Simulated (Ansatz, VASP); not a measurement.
BaTiO3: VASP beside Ansatz

```
CELL_PARAMETERS angstrom
3.88708 0.00000 0.00000
0.00000 3.88708 0.00000
0.00000 0.00000 4.00730
ATOMIC_POSITIONS crystal
Ba 0.50000 0.50000 0.50000
Ti 0.00000 0.00000 0.00000
O 0.50000 0.00000 0.00000
O 0.00000 0.50000 0.00000
O 0.00000 0.00000 0.50000
```

Change from the starting cell: equal xx and yy strain of -3 %.

Alike in both runs: task single point; functional PBE; k mesh 8 × 8 × 8; occupations fermi-dirac, width 0.05 eV; no spin polarisation.

|  | VASP | Ansatz |
| --- | --- | --- |
| version | VASP 6.6.1 | Ansatz 0.2.0 |
| potentials or method | VASP PAW PBE potentials, release 64 (Ba_sv, Ti_sv, O), cutoff 600 eV | all-electron LAPW, scalar-relativistic |

VASP gave:

* gap on the k mesh at the Fermi level (eV): 1.79
* pressure (GPa): 15.6
* traceless stress, the component that is largest in VASP (GPa): -5.03

Question: What did Ansatz give for the same quantities?

Answer: gap on the k mesh at the Fermi level (eV): 1.85; pressure (GPa): 13.6; traceless stress, the component that is largest in VASP (GPa): -4.86.

Ansatz ran all-electron here, and VASP with PAW potentials.

Spin-orbit coupling is off throughout.
